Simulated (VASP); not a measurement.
# HfB2 (P6/mmm) in VASP: relaxation of the atoms with PBE

Aim: the relaxation of the atoms of HfB2 with PBE.

Program: VASP 6.6.1. These are calculated values, not measurements. Logs are shortened: lines on timing, memory, paths and dates and some standing lists are left out, and cuts for length are marked.

## 1. The cell of the first run

Symmetry: P6/mmm, No. 191, hexagonal system. The conventional cell has a = 3.140 Å, b = 3.140 Å, c = 3.480 Å, α = 90.00°, β = 90.00°, γ = 120.00°. Hf (site symmetry 6/mmm) has 12 B at 2.51 Å and 6 Hf at 3.14 Å within 3.3 Å. B (site symmetry -6m2) has 3 B at 1.81 Å within 2.4 Å.

## 2. Relaxation of the atoms, PBE

Contents of INCAR:

```
PREC     = Accurate       # precision mode
ENCUT    = 520            # plane-wave cutoff, eV
EDIFF    = 1E-7           # SCF threshold, eV
ISMEAR   = -1             # smearing method
SIGMA    = 0.05           # smearing width, eV
LREAL    = False          # projectors in reciprocal space
LASPH    = True           # aspherical terms in the spheres
NELM     = 80             # most SCF steps
ALGO     = Normal         # electronic algorithm
ISIF     = 2              # what is computed and relaxed
LWAVE    = False          # write WAVECAR
LCHARG   = False          # write CHGCAR
GGA      = PE             # functional
IBRION   = 2              # ionic algorithm
NSW      = 80             # ionic steps
EDIFFG   = -0.02          # ionic threshold
```

Contents of KPOINTS:

```
regular mesh
0
Gamma
  17 17 13
```

Contents of POSCAR:

```
HfB2
1.0
    3.1400000000      0.0000000000      0.0000000000
   -1.5700000000      2.7193197679      0.0000000000
    0.0000000000      0.0000000000      3.4800000000
Hf B
1 2
Direct
    0.0000000000      0.0000000000      0.0000000000
    0.3333333333      0.6666666667      0.5000000000
    0.6666666667      0.3333333333      0.5000000000
```

Potentials or basis: VASP PAW PBE potentials, release 64 (Hf_pv, B).

Started as:

```
$ cat potpaw_PBE.64/Hf_pv/POTCAR potpaw_PBE.64/B/POTCAR > POTCAR
$ mpirun -np 1 vasp_std > vasp.out
```

OUTCAR:

```text
PREC = Accurate
   ENCUT = 520
   EDIFF = 1E-7
   ISMEAR = -1
   LREAL = False
   LASPH = True
   NELM = 80
   ISIF = 2
   GGA = PE
   IBRION = 2
   NSW = 80
   EDIFFG = -0.02

 ion  position               nearest neighbor table
   1  0.000  0.000  0.000-   2 2.51   3 2.51   2 2.51   3 2.51   3 2.51   3 2.51   2 2.51   2 2.51
                             3 2.51   3 2.51   2 2.51   2 2.51
   2  0.333  0.667  0.500-   3 1.81   3 1.81   3 1.81   1 2.51   1 2.51   1 2.51   1 2.51   1 2.51
                             1 2.51
   3  0.667  0.333  0.500-   2 1.81   2 1.81   2 1.81   1 2.51   1 2.51   1 2.51   1 2.51   1 2.51
                             1 2.51

  LATTYP: Found a hexagonal cell.
 ALAT       =     3.1400000000
 C/A-ratio  =     1.1082802548

  Lattice vectors:

 A1 = (   3.1400000000,   0.0000000000,   0.0000000000)
 A2 = (  -1.5700000000,   2.7193197679,   0.0000000000)
 A3 = (   0.0000000000,   0.0000000000,   3.4800000000)

Analysis of symmetry for initial positions (statically):
=====================================================================
 Subroutine PRICEL returns:
 Original cell was already a primitive cell.

 Routine SETGRP: Setting up the symmetry group for a
 hexagonal supercell.

 Subroutine GETGRP returns: Found 24 space group operations
 (whereof 24 operations were pure point group operations)
 out of a pool of 24 trial point group operations.

The static configuration has the point symmetry D_6h.

Analysis of symmetry for dynamics (positions and initial velocities):
=====================================================================
 Subroutine PRICEL returns:
 Original cell was already a primitive cell.

 Routine SETGRP: Setting up the symmetry group for a
 hexagonal supercell.

 Subroutine GETGRP returns: Found 24 space group operations
 (whereof 24 operations were pure point group operations)
 out of a pool of 24 trial point group operations.

The dynamic configuration has the point symmetry D_6h.

 Subroutine INISYM returns: Found 24 space group operations
 (whereof 24 operations are pure point group operations),
 and found     1 'primitive' translations

----------------------------------------------------------------------------------------

                                     Primitive cell

  volume of cell :      29.7146

  direct lattice vectors                    reciprocal lattice vectors
     3.140000000  0.000000000  0.000000000     0.318471338  0.183869512  0.000000000
    -1.570000000  2.719319768  0.000000000     0.000000000  0.367739025  0.000000000
     0.000000000  0.000000000  3.480000000     0.000000000  0.000000000  0.287356322

  length of vectors
     3.140000000  3.140000000  3.480000000     0.367739025  0.367739025  0.287356322

  position of ions in fractional coordinates (direct lattice)
     0.000000000  0.000000000  0.000000000
     0.333333333  0.666666667  0.500000000
     0.666666667  0.333333333  0.500000000

  ion indices of the primitive-cell ions
   primitive index   ion index
                 1           1
                 2           2
                 3           3

----------------------------------------------------------------------------------------

 KPOINTS: regular mesh

Automatic generation of k-mesh.
 Grid dimensions read from file:
 generate k-points for:   17   17   13

 Generating k-lattice:

  Cartesian coordinates                     Fractional coordinates (reciprocal lattice)
     0.018733608  0.010815854  0.000000000     0.058823529  0.000000000  0.000000000
     0.000000000  0.021631707  0.000000000     0.000000000  0.058823529  0.000000000
     0.000000000  0.000000000  0.022104332     0.000000000  0.000000000  0.076923077

  Length of vectors
     0.021631707  0.021631707  0.022104332

  Shift w.r.t. Gamma in fractional coordinates (k-lattice)
     0.000000000  0.000000000  0.000000000

 Subroutine IBZKPT returns following result:
 ===========================================

 Found    231 irreducible k-points:

 Following reciprocal coordinates:
            Coordinates               Weight
  0.000000  0.000000  0.000000      1.000000
  0.058824 -0.000000  0.000000      6.000000
  0.117647  0.000000  0.000000      6.000000
  0.176471 -0.000000  0.000000      6.000000
  0.235294  0.000000  0.000000      6.000000
  0.294118  0.000000  0.000000      6.000000
[... 16 lines left out ...]
  0.411765  0.117647  0.000000     12.000000
  0.176471  0.176471  0.000000      6.000000
 [... further k-points ...]
   k-points           NKPTS =    231   k-points in BZ     NKDIM =    231   number of bands    NBANDS=     12
   number of dos      NEDOS =    301   number of ions     NIONS =      3
   total plane-waves  NPLWV =  16128
   dimension x,y,z NGX =    24 NGY =   24 NGZ =   28
   dimension x,y,z NGXF=    48 NGYF=   48 NGZF=   56
   ions per type =               1   2
   NGX,Y,Z   is equivalent  to a cutoff of  12.71, 12.71, 13.38 a.u.
   NGXF,Y,Z  is equivalent  to a cutoff of  25.41, 25.41, 26.75 a.u.
 SYSTEM =  unknown system
   PREC   = accura    normal or accurate (medium, high low for compatibility)
   ISTART =      0    job   : 0-new  1-cont  2-samecut
   ICHARG =      2    charge: 1-file 2-atom 10-const
   ISPIN  =      1    spin polarized calculation?
   LNONCOLLINEAR =      F non collinear calculations
   LSORBIT =      F    spin-orbit coupling
   LASPH  =      T    aspherical Exc in radial PAW
   ENCUT  =  520.0 eV  38.22 Ry    6.18 a.u.   5.84  5.84  6.47*2*pi/ulx,y,z
   NELM   =     80;   NELMIN=  2; NELMDL= -5     # of ELM steps
   EDIFF  = 0.1E-06   stopping-criterion for ELM
   LREAL  =      F    real-space projection
   EDIFFG = -.2E-01   stopping-criterion for IOM
   NSW    =     80    number of steps for IOM
   IBRION =      2    ionic relax: 0-MD 1-quasi-New 2-CG
   NFREE  =      1    steps in history (QN), initial steepest desc. (CG)
   ISIF   =      2    stress and relaxation
   ISYM   =      2    0-nonsym 1-usesym 2-fastsym
   POTIM  = 0.5000    time-step for ionic-motion
   TEBEG  =    0.0;   TEEND  =   0.0 temperature during run
   PSTRESS=    0.0 pullay stress
   NELECT =      16.0000    total number of electrons
   NUPDOWN=      -1.0000    fix difference up-down
   EMIN   =  10.00;   EMAX   =-10.00  energy-range for DOS
   EFERMI =   0.00;   METHOD = LEGACY
   ISMEAR =    -1;   SIGMA  =   0.05  broadening in eV -4-tet -1-fermi 0-gaus
   EFERMI_NEDOS =   21; number of points for ismear=-14 and -15
   IALGO  =     38    algorithm
   IMIX   =      4    mixing-type and parameters
     AMIX     =   0.40;   BMIX     =  1.00
     AMIX_MAG =   1.60;   BMIX_MAG =  1.00
  volume/ion in A,a.u.               =       9.90        66.84
  Fermi-wavevector in a.u.,A,eV,Ry     =   1.331860  2.516850 24.134693  1.773850
  Thomas-Fermi vector in A             =   2.460838
   LORBIT       =      0    0 simple, 1 ext, 2 COOP (PROOUT), +10 PAW based schemes
   GGA     = PE    functional components
   LHFCALC =     F    Hartree Fock is set to
   AEXX    =    0.0000 exact exchange contribution
   IVDW    =     0    specifies the selected vdW correction
   LEPSILON=     F    determine dielectric tensor
   LRPA    =     F    only Hartree local field effects (RPA)
 conjugate gradient relaxation of ions
 non-spin polarized calculation
  energy-cutoff  :      520.00
  volume of cell :       29.71
 maximum number of plane-waves:       820
 NGX is ok and might be reduce to    24
   NGX = 11   NGY = 11   NGZ = 13

 number of electron      15.9999998 magnetization

 Free energy of the ion-electron system (eV)
  ---------------------------------------------------
  ext. energy  EPLUGINS =         0.00000000
  ---------------------------------------------------
  free energy    TOTEN  =       -26.40234972 eV

  energy without entropy =      -26.40076469  energy(sigma->0) =      -26.40155721

 E-fermi :   7.7711     XC(G=0): -12.5967

 val. band max:        7.7532987233   @ k =   0.2353   0.1765   0.0769
 cond. band min:       7.8298071936   @ k =   0.0588   0.0588   0.4615
 fundamental gap:      0.0765084704
 Fermi energy:         7.7711219629

 k-point     1 :       0.0000    0.0000    0.0000
  band No.  band energies     occupation
      1     -22.9635      2.00000
      2     -22.4644      2.00000
      3     -22.4644      2.00000
      4      -6.0844      2.00000
      5       4.6679      2.00000
      6       4.7725      2.00000
      7       4.7725      2.00000
      8       4.8885      2.00000
      9      11.6973      0.00000
     10      11.6974      0.00000
     11      12.3323      0.00000
     12      12.3324      0.00000

 k-point     2 :       0.0588   -0.0000    0.0000
  band No.  band energies     occupation
      1     -22.9591      2.00000
      2     -22.4918      2.00000
      3     -22.4704      2.00000
      4      -6.0092      2.00000
      5       4.5517      2.00000
      6       4.7454      2.00000
      7       4.7685      2.00000
      8       4.8220      2.00000
      9      11.5923      0.00000
     10      11.6438      0.00000
     11      11.7984      0.00000
     12      11.8393      0.00000

 k-point     3 :       0.1176    0.0000    0.0000
  band No.  band energies     occupation
      1     -22.9464      2.00000
      2     -22.5698      2.00000
      3     -22.4878      2.00000
      4      -5.7880      2.00000
      5       3.9738      2.00000
      6       4.6443      2.00000
      7       4.7491      2.00000
      8       4.9547      2.00000
      9      10.7150      0.00000
     10      11.4621      0.00000
     11      11.4954      0.00000
     12      12.0026      0.00000

 k-point     4 :       0.1765   -0.0000    0.0000
  band No.  band energies     occupation
      1     -22.9270      2.00000
      2     -22.6858      2.00000
      3     -22.5139      2.00000
      4      -5.4322      2.00000
      5       3.1903      2.00000
      6       4.4044      2.00000
      7       4.6991      2.00000
      8       5.2211      2.00000
      9      10.0257      0.00000
     10      11.2830      0.00000
     11      11.3577      0.00000
     12      11.9882      0.00000

 k-point     5 :       0.2353    0.0000    0.0000
  band No.  band energies     occupation
      1     -22.9036      2.00000
      2     -22.8223      2.00000
      3     -22.5452      2.00000
      4      -4.9582      2.00000
      5       2.3138      2.00000
      6       4.1518      2.00000
      7       4.6116      2.00000
      8       5.4007      2.00000
      9       9.7382      0.00000
     10      11.0445      0.00000
     11      11.5272      0.00000
     12      11.5527      0.00000
[... 228 lines left out ...]
      1     -23.0714      2.00000
      2     -22.8512      2.00000
      3     -22.6601      2.00000
      4      -3.5343      2.00000
      5       0.5928      2.00000
      6       3.1620      2.00000
      7       3.8353      2.00000
      8       6.3377      2.00000
      9       8.5597      0.00000
     10       9.8794      0.00000
     11      12.8926      0.00000
     12      13.2655      0.00000

 k-point    22 :       0.3529    0.1176    0.0000
  band No.  band energies     occupation
      1     -23.1469      2.00000
      2     -22.8357      2.00000
      3     -22.6887      2.00000
      4      -2.8141      2.00000
      5      -0.2616      2.00000
      6       2.9350      2.00000
      7       3.7679      2.00000
      8       6.2692      2.00000
      9       8.1291      0.00155
     10      10.6883      0.00000
     11      12.7475      0.00000
     12      13.6261      0.00000

 k-point    23 :       0.4118    0.1176    0.0000
  band No.  band energies     occupation
      1     -23.1869      2.00000
      2     -22.8274      2.00000
      3     -22.7041      2.00000
      4      -2.0780      2.00000
      5      -1.0680      2.00000
      6       2.8188      2.00000
      7       3.7384      2.00000
      8       6.2027      2.00000
      9       7.9019      0.13629
     10      11.5459      0.00000
     11      12.6697      0.00000
     12      13.1376      0.00000

 k-point    24 :       0.1765    0.1765    0.0000
  band No.  band energies     occupation
      1     -22.9460      2.00000
      2     -22.8738      2.00000
      3     -22.6322      2.00000
      4      -4.2463      2.00000
      5       1.6702      2.00000
      6       3.2247      2.00000
      7       3.9959      2.00000
      8       6.5286      2.00000
      9       8.9590      0.00000
     10       9.1512      0.00000
     11      12.3653      0.00000
     12      14.0456      0.00000

 [... further k-points ...]

------------------------ aborting loop because EDIFF is reached ----------------------------------------

  FORCE on cell =-STRESS in cart. coord.  units (eV):
  Direction    XX          YY          ZZ          XY          YZ          ZX
  --------------------------------------------------------------------------------------
  -------------------------------------------------------------------------------------
  Total        0.1735783      0.1735783      0.1914050      0.0000000     -0.0000000      0.0000000
  in kB        9.3591614      9.3591614     10.3203576      0.0000000     -0.0000000      0.0000000
  external PRESSURE =       9.6795602 kB  Pullay stress =       0.0000000 kB

 VOLUME and BASIS-vectors are now :
 -----------------------------------------------------------------------------
  energy-cutoff  :      520.00
  volume of cell :       29.71
      direct lattice vectors                 reciprocal lattice vectors
     3.140000000  0.000000000  0.000000000     0.318471338  0.183869512  0.000000000
    -1.570000000  2.719319768  0.000000000     0.000000000  0.367739025  0.000000000
     0.000000000  0.000000000  3.480000000     0.000000000  0.000000000  0.287356322

 POSITION                                       TOTAL-FORCE (eV/Angst)
 -----------------------------------------------------------------------------------
      0.00000      0.00000      0.00000         0.000000      0.000000     -0.000000
     -0.00000      1.81288      1.74000        -0.000000      0.000000     -0.000000
      1.57000      0.90644      1.74000         0.000000     -0.000000      0.000000
 -----------------------------------------------------------------------------------
    total drift:                               -0.000000      0.000000      0.000000

  FREE ENERGIE OF THE ION-ELECTRON SYSTEM (eV)
  ---------------------------------------------------
  free  energy   TOTEN  =       -26.4023497239 eV

  energy  without entropy=      -26.4007646875  energy(sigma->0) =      -26.40155721

 reached required accuracy - stopping structural energy minimisation
```

Run time: 35 s. Hardware: 1 thread of Intel Xeon Platinum 8488C (Sapphire Rapids), shared host; peak memory 0.22 GiB.

What came out:

* Free energy: -26.4023 eV
* Pressure after relaxing: 1.0 GPa
* Band gap on the k mesh: zero (bands 8 and 9 overlap by 1.43 eV)

Final structure:
```xyz
3
Lattice="3.1400 0.0000 0.0000 -1.5700 2.7193 0.0000 0.0000 0.0000 3.4800" Properties=species:S:1:pos:R:3 pbc="T T T"
Hf    0.0000    0.0000    0.0000
B     0.0000    1.8129    1.7400
B     1.5700    0.9064    1.7400
```

Caveat: spin-orbit coupling is left out, which moves the levels of the heavy elements.

The gap in the log of VASP goes by the Fermi energy; the results here count the filled bands.